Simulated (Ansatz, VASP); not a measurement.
## Two plane-wave programs on Al

Contents of POSCAR:

```
Al
1.0
    0.0000000000      1.9966927595      1.9966927595
    1.9966927595      0.0000000000      1.9966927595
    1.9966927595      1.9966927595      0.0000000000
Al
1
Direct
    0.0000000000      0.0000000000      0.0000000000
```

INCAR.step1

```
ALGO     = Normal         # electronic algorithm
EDIFF    = 1E-4           # SCF threshold, eV
ENCUT    = 520            # plane-wave cutoff, eV
GGA      = PE             # functional
ISMEAR   = 1              # smearing method
LASPH    = T              # aspherical terms in the spheres
LCHARG   = F              # write CHGCAR
LREAL    = F              # projectors in reciprocal space
LWAVE    = T              # write WAVECAR
NBANDS   = 8              # bands
NELM     = 60             # most SCF steps
PREC     = Accurate       # precision mode
SIGMA    = 0.6            # smearing width, eV
```

File INCAR.step2:

```
ALGO     = Normal         # electronic algorithm
EDIFF    = 1E-6           # SCF threshold, eV
ENCUT    = 520            # plane-wave cutoff, eV
ISIF     = 2              # what is computed and relaxed
ISMEAR   = 1              # smearing method
ISTART   = 1            
LASPH    = T              # aspherical terms in the spheres
LCHARG   = F              # write CHGCAR
LMIXTAU  = T            
LREAL    = F              # projectors in reciprocal space
LWAVE    = F              # write WAVECAR
METAGGA  = R2SCAN         # meta-GGA
NBANDS   = 8              # bands
NELM     = 60             # most SCF steps
PREC     = Accurate       # precision mode
SIGMA    = 0.6            # smearing width, eV
```

Contents of KPOINTS:

```
k-points
0
Gamma
  14 14 14
```

Input for Ansatz:

```yaml
crystal:
  lattice:
    - [0.0, 1.9966927595, 1.9966927595]
    - [1.9966927595, 0.0, 1.9966927595]
    - [1.9966927595, 1.9966927595, 0.0]
  atoms:
    - { symbol: Al, position: [0.0, 0.0, 0.0] }
hamiltonian:
  xc: r2scan
  pseudopotentials:
    kind: paw
    azcp:
      Al: "pseudopotentials/Al.paw.azcp"
basis:
  ecutwfc: 500
  fft_grid_basis: typed
kpoints:
  mp_grid: { grid: [14, 14, 14], shift: [0, 0, 0] }
magnetization:
  spin_polarized: false
scf:
  occupations: { method: methfessel_paxton, width: 0.6 }
  lower_state_search: "off"
output:
  stress: true
```

Alike in both runs: task single point; functional r2SCAN; k mesh 14 × 14 × 14; occupations methfessel-paxton of order 1, width 0.6 eV; no spin polarisation.

```csv
,VASP,Ansatz
version,VASP 6.6.1,Ansatz 0.2.0
potentials or method,"VASP PAW PBE potentials, release 64 (Al), cutoff 520 eV","plane waves (500 eV) with PAW, scalar-relativistic"
valence electrons in the cell,3,3
```

|  | VASP | Ansatz | Ansatz less VASP |
| --- | --- | --- | --- |
| pressure (GPa) | -0.4 | -0.1 | +0.32 |

VASP's potentials were made for PBE, not for r2SCAN. The functional is the same, so the differences come from potentials, cutoffs and numerics.
